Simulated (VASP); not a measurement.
**AgRh: single point with RPBE**

AgRh:

```
Ag Rh
1.0
     2.79381    0.00000    0.00000
    -1.39691    2.41951    0.00000
     0.00000    0.00000    4.81411
Ag Rh
1 1
Direct
  0.00000 0.00000 0.50000
  0.66667 0.33333 0.00000
```

```
Program                : VASP 6.6.1
Task                   : single point
Functional             : RPBE
Potentials or basis    : VASP PAW PBE potentials, release 64 (Ag, Rh_pv)
Cutoff                 : 520 eV
k mesh                 : 11 × 11 × 6
Occupations            : fermi-dirac, width 0.05 eV
Spin                   : no spin polarisation
Dipole correction      : no
Further INCAR settings : ALGO = Fast; EDIFF = 1e-06; NBANDS = 20
```

```
Pressure               : 0.0 GPa
Band gap on the k mesh : zero (bands 13 and 14 overlap by 1.27 eV)
```

Levels at points of the mesh, in eV from the Fermi level:
| k point | band 9 | band 10 | band 11 | band 12 | band 13 | band 14 | band 15 | band 16 | band 17 | band 18 |
| --- | --- | --- | --- | --- | --- | --- | --- | --- | --- | --- |
| (0.00, 0.00, 0.00) | -3.07 | -3.07 | -1.72 | -1.72 | 0.13 | 0.13 | 0.30 | 5.36 | 16.61 | 17.31 |
| (0.00, 0.00, 0.50) | -3.14 | -3.14 | -2.36 | -1.54 | -1.54 | 0.09 | 0.09 | 11.60 | 12.55 | 16.82 |

It took 2.5 min on 1 thread of AMD EPYC 7571 (shared host), peak memory 0.15 GiB.

Caveat: the PAW data sets were made with another functional, which shifts forces and pressure a little.
